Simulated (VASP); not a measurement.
# AlN (F-43m) in VASP: a series of runs

The runs below take AlN through single point, with RPBE+D3(BJ).

Everything below comes from runs of VASP 6.6.1. Logs are shortened: lines on timing, memory, paths and dates and some standing lists are left out, and cuts for length are marked.

## (1) The cell of the first run

The structure is cubic, space group F-43m (No. 216). Conventional cell: a = 4.309 Å, b = 4.309 Å, c = 4.309 Å, α = 90.00°, β = 90.00°, γ = 90.00°. Within 2.5 Å of Al (site symmetry -43m) lie 4 N at 1.87 Å. N (site symmetry -43m) has 4 Al at 1.87 Å within 2.5 Å.

## (2) Single point, RPBE+D3(BJ)

The input, INCAR:

```
PREC = Accurate
ENCUT = 600
EDIFF = 1E-6
ISMEAR = -1
SIGMA = 0.05
LREAL = False
LASPH = True
NELM = 120
ALGO = Normal
ISIF = 2
LWAVE = False
LCHARG = False
GGA = RP
IVDW = 12
NBANDS = 11
GGA_COMPAT = False
```

The input, KPOINTS:

```
regular mesh
0
Gamma
  10 10 10
```

The input, POSCAR:

```
AlN
1.0
    0.0000000000      2.1544765148      2.1544765148
    2.1544765148      0.0000000000      2.1544765148
    2.1544765148      2.1544765148      0.0000000000
Al N
1 1
Direct
    0.0000000000      0.0000000000      0.0000000000
    0.2500000000      0.2500000000      0.2500000000
```

Potentials or basis: VASP PAW PBE potentials, release 64 (Al, N).

Launch:

```console
> cat potpaw_PBE.64/Al/POTCAR potpaw_PBE.64/N/POTCAR > POTCAR
> mpirun -np 1 vasp_std > vasp.out
```

OUTCAR:

```text
PREC = Accurate
   ENCUT = 600
   EDIFF = 1E-6
   ISMEAR = -1
   LREAL = False
   LASPH = True
   NELM = 120
   ISIF = 2
   GGA = RP
   IVDW = 12
 IVDW          = 12

 ion  position               nearest neighbor table
   1  0.000  0.000  0.000-   2 1.87   2 1.87   2 1.87   2 1.87
   2  0.250  0.250  0.250-   1 1.87   1 1.87   1 1.87   1 1.87

  LATTYP: Found a face centered cubic cell.
 ALAT       =     4.3089530296

  Lattice vectors:

 A1 = (   0.0000000000,   2.1544765148,   2.1544765148)
 A2 = (   2.1544765148,   0.0000000000,   2.1544765148)
 A3 = (   2.1544765148,   2.1544765148,   0.0000000000)

Analysis of symmetry for initial positions (statically):
=====================================================================
 Subroutine PRICEL returns:
 Original cell was already a primitive cell.

 Routine SETGRP: Setting up the symmetry group for a
 face centered cubic supercell.

 Subroutine GETGRP returns: Found 24 space group operations
 (whereof 24 operations were pure point group operations)
 out of a pool of 48 trial point group operations.

The static configuration has the point symmetry T_d .

Analysis of symmetry for dynamics (positions and initial velocities):
=====================================================================
 Subroutine PRICEL returns:
 Original cell was already a primitive cell.

 Routine SETGRP: Setting up the symmetry group for a
 face centered cubic supercell.

 Subroutine GETGRP returns: Found 24 space group operations
 (whereof 24 operations were pure point group operations)
 out of a pool of 48 trial point group operations.

The dynamic configuration has the point symmetry T_d .

 Subroutine INISYM returns: Found 24 space group operations
 (whereof 24 operations are pure point group operations),
 and found     1 'primitive' translations

----------------------------------------------------------------------------------------

                                     Primitive cell

  volume of cell :      20.0012

  direct lattice vectors                    reciprocal lattice vectors
     0.000000000  2.154476515  2.154476515    -0.232074936  0.232074936  0.232074936
     2.154476515  0.000000000  2.154476515     0.232074936 -0.232074936  0.232074936
     2.154476515  2.154476515  0.000000000     0.232074936  0.232074936 -0.232074936

  length of vectors
     3.046889907  3.046889907  3.046889907     0.401965581  0.401965581  0.401965581

  position of ions in fractional coordinates (direct lattice)
     0.000000000  0.000000000  0.000000000
     0.250000000  0.250000000  0.250000000

  ion indices of the primitive-cell ions
   primitive index   ion index
                 1           1
                 2           2

----------------------------------------------------------------------------------------

 KPOINTS: regular mesh

Automatic generation of k-mesh.
 Grid dimensions read from file:
 generate k-points for:   10   10   10

 Generating k-lattice:

  Cartesian coordinates                     Fractional coordinates (reciprocal lattice)
    -0.023207494  0.023207494  0.023207494     0.100000000  0.000000000  0.000000000
     0.023207494 -0.023207494  0.023207494     0.000000000  0.100000000  0.000000000
     0.023207494  0.023207494 -0.023207494     0.000000000  0.000000000  0.100000000

  Length of vectors
     0.040196558  0.040196558  0.040196558

  Shift w.r.t. Gamma in fractional coordinates (k-lattice)
     0.000000000  0.000000000  0.000000000

 Subroutine IBZKPT returns following result:
 ===========================================

 Found     47 irreducible k-points:

 Following reciprocal coordinates:
            Coordinates               Weight
  0.000000  0.000000  0.000000      1.000000
  0.100000  0.000000  0.000000      8.000000
  0.200000  0.000000  0.000000      8.000000
  0.300000  0.000000  0.000000      8.000000
  0.400000  0.000000  0.000000      8.000000
  0.500000  0.000000  0.000000      4.000000
[... 16 lines left out ...]
  0.300000  0.300000  0.000000      6.000000
  0.400000  0.300000  0.000000     24.000000
 [... further k-points ...]
   k-points           NKPTS =     47   k-points in BZ     NKDIM =     47   number of bands    NBANDS=     11
   number of dos      NEDOS =    301   number of ions     NIONS =      2
   total plane-waves  NPLWV =  13824
   dimension x,y,z NGX =    24 NGY =   24 NGZ =   24
   dimension x,y,z NGXF=    48 NGYF=   48 NGZF=   48
   ions per type =               1   1
   NGX,Y,Z   is equivalent  to a cutoff of  13.10, 13.10, 13.10 a.u.
   NGXF,Y,Z  is equivalent  to a cutoff of  26.19, 26.19, 26.19 a.u.
 SYSTEM =  unknown system
   PREC   = accura    normal or accurate (medium, high low for compatibility)
   ISTART =      0    job   : 0-new  1-cont  2-samecut
   ICHARG =      2    charge: 1-file 2-atom 10-const
   ISPIN  =      1    spin polarized calculation?
   LNONCOLLINEAR =      F non collinear calculations
   LSORBIT =      F    spin-orbit coupling
   LASPH  =      T    aspherical Exc in radial PAW
   ENCUT  =  600.0 eV  44.10 Ry    6.64 a.u.   6.09  6.09  6.09*2*pi/ulx,y,z
   NELM   =    120;   NELMIN=  2; NELMDL= -5     # of ELM steps
   EDIFF  = 0.1E-05   stopping-criterion for ELM
   LREAL  =      F    real-space projection
   EDIFFG = 0.1E-04   stopping-criterion for IOM
   NSW    =      0    number of steps for IOM
   IBRION =     -1    ionic relax: 0-MD 1-quasi-New 2-CG
   NFREE  =      0    steps in history (QN), initial steepest desc. (CG)
   ISIF   =      2    stress and relaxation
   ISYM   =      2    0-nonsym 1-usesym 2-fastsym
   POTIM  = 0.5000    time-step for ionic-motion
   TEBEG  =    0.0;   TEEND  =   0.0 temperature during run
   PSTRESS=    0.0 pullay stress
   NELECT =       8.0000    total number of electrons
   NUPDOWN=      -1.0000    fix difference up-down
   EMIN   =  10.00;   EMAX   =-10.00  energy-range for DOS
   EFERMI =   0.00;   METHOD = LEGACY
   ISMEAR =    -1;   SIGMA  =   0.05  broadening in eV -4-tet -1-fermi 0-gaus
   EFERMI_NEDOS =   21; number of points for ismear=-14 and -15
   IALGO  =     38    algorithm
   IMIX   =      4    mixing-type and parameters
     AMIX     =   0.40;   BMIX     =  1.00
     AMIX_MAG =   1.60;   BMIX_MAG =  1.00
  volume/ion in A,a.u.               =      10.00        67.49
  Fermi-wavevector in a.u.,A,eV,Ry     =   1.206201  2.279390 19.795404  1.454921
  Thomas-Fermi vector in A             =   2.341875
   LORBIT       =      0    0 simple, 1 ext, 2 COOP (PROOUT), +10 PAW based schemes
   GGA     = RP    functional components
   LHFCALC =     F    Hartree Fock is set to
   AEXX    =    0.0000 exact exchange contribution
   IVDW    =    12    specifies the selected vdW correction
   LEPSILON=     F    determine dielectric tensor
   LRPA    =     F    only Hartree local field effects (RPA)
 non-spin polarized calculation
  energy-cutoff  :      600.00
  volume of cell :       20.00
 maximum number of plane-waves:       692
   NGX = 13   NGY = 13   NGZ = 13

 number of electron       7.9999998 magnetization

 Free energy of the ion-electron system (eV)
  ---------------------------------------------------
  ext. energy  EPLUGINS =         0.00000000
  ---------------------------------------------------
  free energy    TOTEN  =       -14.04870216 eV

  energy without entropy =      -14.04870216  energy(sigma->0) =      -14.04870216

 E-fermi :   7.5122     XC(G=0): -10.9892

 val. band max:        6.4729143257   @ k =   0.0000   0.0000   0.0000
 cond. band min:       9.8548002679   @ k =   0.5000   0.5000   0.0000
 fundamental gap:      3.3818859422
 Fermi energy:         7.5121772250

 k-point     1 :       0.0000    0.0000    0.0000
  band No.  band energies     occupation
      1      -8.7889      2.00000
      2       6.4729      2.00000
      3       6.4729      2.00000
      4       6.4729      2.00000
      5      11.0691      0.00000
      6      19.5520      0.00000
      7      19.5520      0.00000
      8      19.5520      0.00000
      9      24.5121      0.00000
     10      24.5121      0.00000
     11      26.0468      0.00000

 k-point     2 :       0.1000    0.0000    0.0000
  band No.  band energies     occupation
      1      -8.6366      2.00000
      2       5.6629      2.00000
      3       6.4215      2.00000
      4       6.4215      2.00000
      5      11.7212      0.00000
      6      19.1627      0.00000
      7      19.6914      0.00000
      8      19.6914      0.00000
      9      23.2381      0.00000
     10      23.2381      0.00000
     11      25.2497      0.00000

 k-point     3 :       0.2000    0.0000    0.0000
  band No.  band energies     occupation
      1      -8.2026      2.00000
      2       4.0294      2.00000
      3       6.2932      2.00000
      4       6.2932      2.00000
      5      12.8530      0.00000
      6      18.3429      0.00000
      7      19.5720      0.00000
      8      19.5720      0.00000
      9      22.7406      0.00000
     10      22.7406      0.00000
     11      24.4019      0.00000

 k-point     4 :       0.3000    0.0000    0.0000
  band No.  band energies     occupation
      1      -7.5704      2.00000
      2       2.3367      2.00000
      3       6.1459      2.00000
      4       6.1459      2.00000
      5      13.7142      0.00000
      6      17.5306      0.00000
      7      18.8230      0.00000
      8      18.8230      0.00000
      9      23.9057      0.00000
     10      23.9057      0.00000
     11      24.2863      0.00000

 k-point     5 :       0.4000    0.0000    0.0000
  band No.  band energies     occupation
      1      -6.9348      2.00000
      2       1.0068      2.00000
      3       6.0346      2.00000
      4       6.0346      2.00000
      5      14.1722      0.00000
      6      16.9200      0.00000
      7      18.1828      0.00000
      8      18.1828      0.00000
      9      24.7969      0.00000
     10      25.8404      0.00000
     11      25.8404      0.00000
[... 211 lines left out ...]
 k-point    21 :      -0.3000    0.2000    0.0000
  band No.  band energies     occupation
      1      -6.7744      2.00000
      2       1.7770      2.00000
      3       4.2423      2.00000
      4       5.9548      2.00000
      5      14.6004      0.00000
      6      15.9923      0.00000
      7      18.8027      0.00000
      8      19.1454      0.00000
      9      23.3594      0.00000
     10      25.9011      0.00000
     11      28.3911      0.00000

 k-point    22 :      -0.2000    0.2000    0.0000
  band No.  band energies     occupation
      1      -7.3629      2.00000
      2       2.6530      2.00000
      3       4.7533      2.00000
      4       6.2239      2.00000
      5      14.3928      0.00000
      6      16.8271      0.00000
      7      18.3831      0.00000
      8      19.3504      0.00000
      9      21.8821      0.00000
     10      25.5755      0.00000
     11      28.3736      0.00000

 k-point    23 :       0.3000    0.3000    0.0000
  band No.  band energies     occupation
      1      -7.1783      2.00000
      2       2.9157      2.00000
      3       5.2127      2.00000
      4       5.2127      2.00000
      5      11.9798      0.00000
      6      16.5570      0.00000
      7      18.9127      0.00000
      8      21.5643      0.00000
      9      21.5643      0.00000
     10      27.2939      0.00000
     11      31.0250      0.00000

 k-point    24 :       0.4000    0.3000    0.0000
  band No.  band energies     occupation
      1      -6.6930      2.00000
      2       2.2586      2.00000
      3       4.7418      2.00000
      4       5.0468      2.00000
      5      11.5247      0.00000
      6      16.3810      0.00000
      7      19.3393      0.00000
      8      21.6252      0.00000
      9      22.1774      0.00000
     10      28.3125      0.00000
     11      30.8063      0.00000

 [... further k-points ...]

------------------------ aborting loop because EDIFF is reached ----------------------------------------

 Edisp (eV)   -2.36932

 E8    (eV) :    -1.4116

  FORCE on cell =-STRESS in cart. coord.  units (eV):
  Direction    XX          YY          ZZ          XY          YZ          ZX
  --------------------------------------------------------------------------------------
  -------------------------------------------------------------------------------------
  Total      -0.68993    -0.68993    -0.68993     0.00000     0.00000     0.00000
  in kB     -55.26633   -55.26633   -55.26633     0.00000     0.00000     0.00000
  external pressure =      -55.27 kB  Pullay stress =        0.00 kB

 VOLUME and BASIS-vectors are now :
 -----------------------------------------------------------------------------
  energy-cutoff  :      600.00
  volume of cell :       20.00
      direct lattice vectors                 reciprocal lattice vectors
     0.000000000  2.154476515  2.154476515    -0.232074936  0.232074936  0.232074936
     2.154476515  0.000000000  2.154476515     0.232074936 -0.232074936  0.232074936
     2.154476515  2.154476515  0.000000000     0.232074936  0.232074936 -0.232074936

 POSITION                                       TOTAL-FORCE (eV/Angst)
 -----------------------------------------------------------------------------------
      0.00000      0.00000      0.00000        -0.000000     -0.000000     -0.000000
      1.07724      1.07724      1.07724         0.000000      0.000000      0.000000
 -----------------------------------------------------------------------------------
    total drift:                                0.000000      0.000000      0.000000

  FREE ENERGIE OF THE ION-ELECTRON SYSTEM (eV)
  ---------------------------------------------------
  free  energy   TOTEN  =       -16.4180201862 eV

  energy  without entropy=      -16.4180201861  energy(sigma->0) =      -16.41802019
```

Run time: 14 s. Hardware: 1 thread of Intel Xeon 8259CL, shared host; peak memory 0.15 GiB.

Results:

```
Free energy                : -16.4180 eV
Pressure                   : -5.5 GPa
Band gap on the k mesh     : 3.38 eV, indirect (least direct gap 4.60 eV)
Dispersion energy per atom : -1.185 eV
```

Caveat: the PAW data sets were made with another functional, which shifts forces and pressure a little. A k mesh can miss the band edges.

## (3) Single point, RPBE+D3(BJ)

This run uses another cell than the first one, of 10.21 Å³/atom, 1.021 times its volume.

The input, INCAR:

```
SYSTEM = AlN
PREC     = Accurate       ! precision mode
ENCUT    = 600            ! plane-wave cutoff, eV
EDIFF    = 1E-6           ! SCF threshold, eV
ISMEAR   = -1             ! smearing method
SIGMA    = 0.05           ! smearing width, eV
LREAL    = .FALSE.        ! projectors in reciprocal space
LASPH    = .TRUE.         ! aspherical terms in the spheres
NELM     = 120            ! most SCF steps
ALGO     = Normal         ! electronic algorithm
ISIF     = 2              ! what is computed and relaxed
LWAVE    = .FALSE.        ! write WAVECAR
LCHARG   = .FALSE.        ! write CHGCAR
GGA      = RP             ! functional
IVDW     = 12             ! dispersion correction
NBANDS   = 11             ! bands
GGA_COMPAT= .FALSE.
```

The input, KPOINTS:

```
Automatic mesh
0
G
  10 10 10
  0 0 0
```

The input, POSCAR:

```
AlN
1.0
    0.0000000000      2.1693354430      2.1693354430
    2.1693354430      0.0000000000      2.1693354430
    2.1693354430      2.1693354430      0.0000000000
Al N
1 1
Direct
    0.0000000000      0.0000000000      0.0000000000
    0.2500000000      0.2500000000      0.2500000000
```

Potentials or basis: VASP PAW PBE potentials, release 64 (Al, N).

Launch:

```console
> cat potpaw_PBE.64/Al/POTCAR potpaw_PBE.64/N/POTCAR > POTCAR
> mpirun -np 1 vasp_std > vasp.out
```

OUTCAR:

```text
SYSTEM = AlN
   PREC = Accurate
   ENCUT = 600
   EDIFF = 1E-6
   ISMEAR = -1
   LREAL = .FALSE.
   LASPH = .TRUE.
   NELM = 120
   ISIF = 2
   GGA = RP
   IVDW = 12
 IVDW          = 12

 ion  position               nearest neighbor table
   1  0.000  0.000  0.000-   2 1.88   2 1.88   2 1.88   2 1.88
   2  0.250  0.250  0.250-   1 1.88   1 1.88   1 1.88   1 1.88

  LATTYP: Found a face centered cubic cell.
 ALAT       =     4.3386708860

  Lattice vectors:

 A1 = (   0.0000000000,   2.1693354430,   2.1693354430)
[... 523 lines left out ...]

 Edisp (eV)   -2.31100

 E8    (eV) :    -1.3753

  FORCE on cell =-STRESS in cart. coord.  units (eV):
  Direction    XX          YY          ZZ          XY          YZ          ZX
  --------------------------------------------------------------------------------------
  -------------------------------------------------------------------------------------
  Total      -1.23387    -1.23387    -1.23387     0.00000     0.00000    -0.00000
  in kB     -96.82130   -96.82130   -96.82130     0.00000     0.00000    -0.00000
  external pressure =      -96.82 kB  Pullay stress =        0.00 kB

 VOLUME and BASIS-vectors are now :
 -----------------------------------------------------------------------------
  energy-cutoff  :      600.00
  volume of cell :       20.42
      direct lattice vectors                 reciprocal lattice vectors
     0.000000000  2.169335443  2.169335443    -0.230485332  0.230485332  0.230485332
     2.169335443  0.000000000  2.169335443     0.230485332 -0.230485332  0.230485332
     2.169335443  2.169335443  0.000000000     0.230485332  0.230485332 -0.230485332

 POSITION                                       TOTAL-FORCE (eV/Angst)
 -----------------------------------------------------------------------------------
      0.00000      0.00000      0.00000         0.000000      0.000000     -0.000000
      1.08467      1.08467      1.08467        -0.000000     -0.000000      0.000000
 -----------------------------------------------------------------------------------
    total drift:                                0.000000      0.000000      0.000000

  FREE ENERGIE OF THE ION-ELECTRON SYSTEM (eV)
  ---------------------------------------------------
  free  energy   TOTEN  =       -16.3986591245 eV

  energy  without entropy=      -16.3986591245  energy(sigma->0) =      -16.39865912
```

OSZICAR:

```text
N       E                     dE             d eps       ncg     rms          rms(c)
DAV:   1     0.150487793690E+02    0.15049E+02   -0.41263E+03  1050   0.683E+02
DAV:   2    -0.154252038633E+02   -0.30474E+02   -0.29605E+02  1214   0.158E+02
DAV:   3    -0.164343677233E+02   -0.10092E+01   -0.10076E+01  1281   0.275E+01
DAV:   4    -0.164398752437E+02   -0.55075E-02   -0.55071E-02  1199   0.212E+00
DAV:   5    -0.164399434281E+02   -0.68184E-04   -0.68183E-04  1244   0.231E-01    0.886E+00
DAV:   6    -0.140792067539E+02    0.23607E+01   -0.11332E+01  1269   0.179E+01    0.304E+00
DAV:   7    -0.140841057517E+02   -0.48990E-02   -0.20035E-01  1184   0.335E+00    0.221E+00
DAV:   8    -0.140890668389E+02   -0.49611E-02   -0.34760E-02  1148   0.178E+00    0.617E-01
DAV:   9    -0.140875591796E+02    0.15077E-02   -0.40444E-03  1223   0.394E-01    0.260E-01
DAV:  10    -0.140876381318E+02   -0.78952E-04   -0.70974E-04  1145   0.172E-01    0.285E-02
DAV:  11    -0.140876598170E+02   -0.21685E-04   -0.60576E-05  1202   0.526E-02    0.169E-02
DAV:  12    -0.140876602236E+02   -0.40664E-06   -0.15128E-06  1159   0.909E-03
   1 F= -.16398659E+02 E0= -.16398659E+02  d E =-.148117E-10
```

It took 25 s on 1 thread of Intel Xeon 8259CL, shared host; peak memory 0.16 GiB.

What came out:

```
Free energy                : -16.3987 eV
Pressure                   : -9.7 GPa
Band gap on the k mesh     : 3.37 eV, indirect (least direct gap 4.41 eV)
Dispersion energy per atom : -1.155 eV
```

Caveat: the PAW data sets were made with another functional, which shifts forces and pressure a little. A k mesh can miss the band edges.
